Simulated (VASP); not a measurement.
Here is a VASP 6.6.1 calculation.

File INCAR:

```
SYSTEM = BeCd2Te3
ALGO = Normal
EDIFF = 1E-7
EDIFFG = -0.04
ENCUT = 600
GGA = PE
GGA_COMPAT = .False.
IBRION = 2
ISIF = 3
ISMEAR = 0
LASPH = .True.
LCHARG = .False.
LREAL = .False.
LWAVE = .False.
NELM = 120
NELMIN = 4
NSW = 90
PREC = Accurate
SIGMA = 0.1
```

The input KPOINTS:

```
k-points
0
Gamma
  6 6 2
  0 0 0
```

POSCAR

```
BeCd2Te3
1.0
    4.2534019100      0.0000000000      0.0000000000
   -2.1267009600      3.6835541100      0.0000000000
    0.0000000000      0.0000000000     10.5543601600
Be Cd Te
1 2 3
Direct
    0.0000000000      0.0000000000      0.5000000000
    0.3333333300      0.6666666700      0.8271350300
    0.6666666700      0.3333333300      0.1728649700
    0.3333333300      0.6666666700      0.3480919900
    0.6666666700      0.3333333300      0.6519080100
    0.0000000000      0.0000000000      0.0000000000
```

Potentials or basis: VASP PAW PBE potentials, release 64 (Be, Cd, Te).

Run with:

```console
$ cat potpaw_PBE.64/Be/POTCAR potpaw_PBE.64/Cd/POTCAR potpaw_PBE.64/Te/POTCAR > POTCAR
$ mpirun -np 1 vasp_std > vasp.out
```

What does it give for the space group after relaxing (to 0.1 Å)?

P-3m1 (No. 164).

What does it give for the relaxed volume?

25.51 Å³/atom.

Predict the relaxed cell.

a = 4.139 Å, b = 4.139 Å, c = 10.316 Å, α = 90.00°, β = 90.00°, γ = 120.00°.

Step by step:
```tsv
step	energy change (eV)	largest force (eV/Å)	pressure (GPa)	volume (Å³)
1	0.0000	0.7310	-3.11	165.36
2	-0.1693	0.7085	0.35	152.89
3	-0.1702	0.7042	0.68	151.96
4	-0.2187	0.4492	0.52	152.05
5	-0.2510	0.1871	0.39	152.21
6	-0.2570	0.1113	-0.29	154.11
7	-0.2570	0.1073	-0.33	154.21
8	-0.2607	0.0490	-0.11	153.49
9	-0.2613	0.0206	0.03	153.07
```
